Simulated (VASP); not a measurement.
Input of a VASP 6.6.1 run:

POSCAR

```
Be
1.0
    2.2626981586      0.0000000000      0.0000000000
   -1.1313490793      1.9595540864      0.0000000000
    0.0000000000      0.0000000000      3.5667383307
Be
2
Direct
    0.3333333333      0.6666666667      0.2500000000
    0.6666666667      0.3333333333      0.7500000000
```

INCAR.step1

```
SYSTEM = Be
ALGO     = Normal         ! electronic algorithm
EDIFF    = 1E-4           ! SCF threshold, eV
ENCUT    = 600            ! plane-wave cutoff, eV
GGA      = PE             ! functional
ISMEAR   = 0              ! smearing method
LASPH    = .True.         ! aspherical terms in the spheres
LCHARG   = .False.        ! write CHGCAR
LREAL    = .False.        ! projectors in reciprocal space
LWAVE    = .True.         ! write WAVECAR
NELM     = 100            ! most SCF steps
PREC     = Accurate       ! precision mode
SIGMA    = 0.1            ! smearing width, eV
```

File INCAR.step2:

```
SYSTEM = Be
ALGO     = Normal         ! electronic algorithm
EDIFF    = 1E-6           ! SCF threshold, eV
EDIFFG   = -0.005         ! ionic threshold
ENCUT    = 600            ! plane-wave cutoff, eV
IBRION   = 2              ! ionic algorithm
ISIF     = 3              ! what is computed and relaxed
ISMEAR   = 0              ! smearing method
ISTART   = 1            
LASPH    = .True.         ! aspherical terms in the spheres
LCHARG   = .False.        ! write CHGCAR
LMIXTAU  = .True.       
LREAL    = .False.        ! projectors in reciprocal space
LWAVE    = .False.        ! write WAVECAR
METAGGA  = R2SCAN         ! meta-GGA
NELM     = 100            ! most SCF steps
NSW      = 70             ! ionic steps
PREC     = Accurate       ! precision mode
SIGMA    = 0.1            ! smearing width, eV
```

KPOINTS

```
k-points
0
Gamma
  21 21 12
  0 0 0
```

Potentials or basis: VASP PAW PBE potentials, release 64 (Be).

Run with:

```bash
$ cat potpaw_PBE.64/Be/POTCAR > POTCAR
$ cp INCAR.step1 INCAR
$ mpirun -np 1 vasp_std > vasp.out
$ cp INCAR.step2 INCAR
$ mpirun -np 1 vasp_std > vasp.out
```

Question: What does it give for the band gap on the k mesh?

Answer: Zero (bands 2 and 3 overlap by 2.21 eV).

Question: Estimate the space group after relaxing (to 0.1 Å).

Answer: P6_3/mmc (No. 194).

Final structure:
```
Be
1.0
     2.26271    0.00000    0.00000
    -1.13136    1.95957    0.00000
     0.00000    0.00000    3.57129
Be
2
Direct
  0.33333 0.66667 0.25000
  0.66667 0.33333 0.75000
```
